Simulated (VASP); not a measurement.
## Te2Mo: single point with PBE0

Te2Mo, a slab with vacuum:

```
Te Mo
1.0
     3.56023    0.00000    0.00000
    -1.78012    3.08325    0.00000
     0.00000    0.00000   17.52406
Te Mo
2 1
Direct
  0.33333 0.66667 0.10214
  0.33333 0.66667 0.89786
  0.00000 0.00000 0.00000
```

```json
{"Program": "VASP 6.6.1", "Task": "single point", "Functional": "PBE0", "Potentials or basis": "VASP PAW PBE potentials, release 64 (Te, Mo_sv)", "Cutoff": "520 eV", "k mesh": "6 × 6 × 2", "Occupations": "fermi-dirac, width 0.05 eV", "Spin": "no spin polarisation"}
```

* Largest force: 0.313 eV/Å
* Band gap on the k mesh: 2.13 eV

Forces on the atoms (eV/Å):
```
Te   0.000  0.000 -0.313
Te   0.000  0.000  0.313
Mo   0.000  0.000  0.000
```

Levels at points of the mesh, in eV from the valence-band top:
| k point | band 11 | band 12 | band 13 | band 14 | band 15 | band 16 |
| --- | --- | --- | --- | --- | --- | --- |
| (0.00, 0.00, 0.00) | -1.08 | -1.08 | -0.49 | 4.34 | 4.34 | 4.70 |
| (0.50, 0.00, 0.00) | -1.90 | -0.89 | -0.49 | 2.54 | 2.99 | 4.65 |
| (0.00, 0.00, 0.50) | -1.08 | -1.08 | -0.49 | 4.34 | 4.34 | 4.70 |
| (0.50, 0.00, 0.50) | -1.90 | -0.89 | -0.49 | 2.54 | 2.99 | 4.65 |

It took 24 min on 1 × NVIDIA H100 80GB with 1 thread of Intel(R) Xeon(R) Platinum 8481C CPU @ 2.70GHz (Sapphire Rapids), on a shared host, peak memory 1.3 GiB.

Caveat: there is no dipole correction, which matters where the two faces differ; the PAW data sets were made with another functional, which shifts forces and pressure a little; spin-orbit coupling is left out, which moves the levels of the heavy elements.
